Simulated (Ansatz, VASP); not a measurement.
Two plane-wave programs on CoW3

Contents of INCAR:

```
SYSTEM = CoW3
ALGO = Fast
EDIFF = 1E-6
ENCUT = 520
GGA = PS
ISIF = 2
ISMEAR = 0
LASPH = .TRUE.
LCHARG = .FALSE.
LREAL = .FALSE.
LWAVE = .FALSE.
NBANDS = 34
NELM = 60
PREC = Accurate
SIGMA = 0.15
```

KPOINTS

```
k-points
0
G
  12 12 12
  0 0 0
```

Contents of POSCAR:

```
CoW3
1.0
    3.7617888524      0.0000000000      0.0000000000
    0.0000000000      3.7617888524      0.0000000000
    0.0000000000      0.0000000000      3.6653327280
Co W
1 3
Direct
    0.0000000000      0.0000000000      0.0000000000
    0.0000000000      0.5000000000      0.5000000000
    0.5000000000      0.0000000000      0.5000000000
    0.5000000000      0.5000000000      0.0000000000
```

Input for Ansatz:

```yaml
crystal:
  lattice:
    - [3.7617888524, 0.0, 0.0]
    - [0.0, 3.7617888524, 0.0]
    - [0.0, 0.0, 3.665332728]
  atoms:
    - { symbol: Co, position: [0.0, 0.0, 0.0] }
    - { symbol: W, position: [0.0, 0.5, 0.5] }
    - { symbol: W, position: [0.5, 0.0, 0.5] }
    - { symbol: W, position: [0.5, 0.5, 0.0] }
basis:
  ecutwfc: 420
kpoints:
  mp_grid: { grid: [12, 12, 12] }
hamiltonian:
  xc: pbesol
scf:
  occupations: { method: gaussian, width: 0.15 }
output:
  forces: true
  stress: true
  eigenvalues: true
```

Change from the starting cell: strain -0.025 along x and y, -0.050 along z, atoms carried along.

Alike in both runs: task single point; functional PBEsol; k mesh 12 × 12 × 12; occupations gaussian, width 0.15 eV; no spin polarisation.

```csv
,VASP,Ansatz
version,VASP 6.6.1,Ansatz 0.2.0
potentials or method,"VASP PAW PBE potentials, release 64 (Co, W_sv), cutoff 520 eV","scalar-relativistic, plane waves, PAW"
valence electrons in the cell,51,59
```

Ansatz gave:

| Quantity | Value |
| --- | --- |
| gap on the k mesh at the Fermi level (eV) | none |
| pressure (GPa) | 37.7 |
| traceless stress, the component that is largest in VASP (GPa) | 0.85 |

Question: What did VASP give for the same quantities?

Answer: gap on the k mesh at the Fermi level (eV): none; pressure (GPa): 38.8; traceless stress, the component that is largest in VASP (GPa): 0.80.

VASP's potentials were made for PBE, not for PBEsol. A gap of «none» marks a metal or a gap that the smearing closes. Both programs put the cell under a high pressure, so it lies far from rest at this level. The functional is the same, so the differences come from potentials, cutoffs and numerics. VASP's potentials hold 51 valence electrons a cell and Ansatz's 59, so a difference there can come from the potentials and not from the codes.

Neither program's run includes spin-orbit coupling.
